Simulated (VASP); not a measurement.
# HfO2: single point with PBEsol

HfO2:

```
Hf O
1.0
     0.00000   -4.96891    3.30889
    -4.96891    0.00000    3.30889
    -4.96891   -4.96891   -3.30889
Hf O
6 12
Direct
  0.27243 0.34433 0.64106
  0.66050 0.67270 0.32683
  0.03768 0.98484 0.02653
  0.33826 0.37368 0.14896
  0.64836 0.66155 0.82116
  0.99408 0.00239 0.51011
  0.03465 0.66941 0.16839
  0.39246 0.94220 0.87847
  0.65596 0.34876 0.56064
  0.19786 0.24407 0.44617
  0.58017 0.53488 0.14276
  0.89900 0.86962 0.81177
  0.03530 0.20870 0.18248
  0.40065 0.46746 0.88262
  0.76733 0.76379 0.52109
  0.59571 0.04002 0.17826
  0.96083 0.35605 0.82683
  0.26642 0.73700 0.48536
```

This cell differs from its parent crystal: dynamics (nvt langevin) at 2600 K, volume x 1.1, from the last frame before.

```json
{
 "Program": "VASP 6.6.1",
 "Task": "single point",
 "Functional": "PBEsol",
 "Potentials or basis": "VASP PAW PBE potentials, release 64 (Hf_pv, O)",
 "Cutoff": "520 eV",
 "k mesh": "2 × 2 × 2, shifted",
 "Occupations": "fermi-dirac, width 0.2241 eV",
 "Spin": "no spin polarisation"
}
```

| Quantity | Value |
| --- | --- |
| Pressure | -12.9 GPa |
| Largest force | 4.225 eV/Å |
| Band gap on the k mesh | 3.52 eV (least direct gap 3.55 eV) |

Forces in eV/Å, atoms in the order of the input:
```
Hf  -1.709 -2.194  1.791
Hf  -0.572 -0.059  0.151
Hf  -1.951  2.903  2.370
Hf   2.160  0.009 -2.924
Hf   1.159 -1.667  1.725
Hf  -1.979  2.214 -1.851
O   -0.211 -0.521 -2.242
O   -1.620  2.904  0.119
O    1.514  2.049 -0.002
O   -1.287 -1.542 -0.150
O   -0.874  0.009  1.160
O    0.554  0.737  1.465
O    1.598 -1.350 -1.568
O    0.542  0.617  0.508
O   -1.887 -0.844  0.020
O    0.982 -1.058 -0.582
O    0.923 -0.388  0.347
O    2.656 -1.818 -0.338
```

Stress tensor (GPa, compression positive):
```
-10.69  -0.43  -0.84
 -0.43 -13.68  -0.07
 -0.84  -0.07 -14.31
```

Levels at points of the mesh, in eV from the valence-band top:
```csv
k point,band 62,band 63,band 64,band 65,band 66,band 67,band 68,band 69,band 70,band 71
"(0.25, 0.25, 0.25)",-0.74,-0.61,-0.42,-0.27,-0.03,3.54,3.62,4.09,4.25,4.45
```

It took 91 s on 1 thread of Intel(R) Xeon(R) 6975P-C (Granite Rapids), with other jobs on the host, peak memory 0.36 GiB.

Caveat: the k points lie up to 0.57 Å⁻¹ apart; the atoms stand as in a frame of molecular dynamics; the PAW data sets were made with another functional, which shifts forces and pressure a little; spin-orbit coupling is left out, which moves the levels of the heavy elements; a shifted mesh leaves out Γ, where band edges can lie. A k mesh can miss the band edges.
